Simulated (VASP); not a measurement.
The system is Re.

```
CELL_PARAMETERS angstrom
2.76639 0.00000 0.00000
-1.38319 2.39576 0.00000
0.00000 0.00000 8.93885
ATOMIC_POSITIONS crystal
Re 0.66667 0.33333 0.75000
Re 0.00000 0.00000 0.50000
Re 0.33333 0.66667 0.25000
Re 0.00000 0.00000 0.00000
```

```yaml
Program: VASP 6.6.1
Task: relaxation of cell and atoms
Functional: revPBE
Potentials_or_basis: VASP PAW PBE potentials, release 64 (Re)
Cutoff: 600 eV
k_mesh: 8 × 8 × 3
Occupations: fermi-dirac, width 0.05 eV
Spin: no spin polarisation
```

At the start: pressure 6.0 GPa; volume 14.81 Å³/atom.

Task: How do energy, volume and symmetry change on relaxing?

Result: Over 9 steps the energy falls by 4.3 meV/atom and the volume is 15.05 Å³/atom (+1.6 %); space group P6_3/mmc (No. 194, to 0.1 Å) before and after.

Step by step:
```
step  energy change (eV)  largest force (eV/Å)  pressure (GPa)  volume (Å³)
   1              0.0000                0.0000            5.96        59.24
   2              0.2395                0.0000          -19.81        64.09
   3             -0.0172                0.0000           -0.17        60.21
   4             -0.0172                0.0000           -0.01        60.19
   5             -0.0172                0.0000            0.10        60.17
   6             -0.0172                0.0000            0.12        60.17
   7             -0.0173                0.0000            0.12        60.17
   8             -0.0172                0.0000           -0.31        60.24
   9             -0.0173                0.0000            0.01        60.18
```

Final structure:
```xyz
4
Lattice="2.7822 0.0000 0.0000 -1.3911 2.4095 0.0000 0.0000 0.0000 8.9774" Properties=species:S:1:pos:R:3 pbc="T T T"
Re    1.3911    0.8032    6.7330
Re    0.0000    0.0000    4.4887
Re    0.0000    1.6063    2.2443
Re   -1.3911    2.4095    0.0000
```

Caveat: the PAW data sets were made with another functional, which shifts forces and pressure a little.
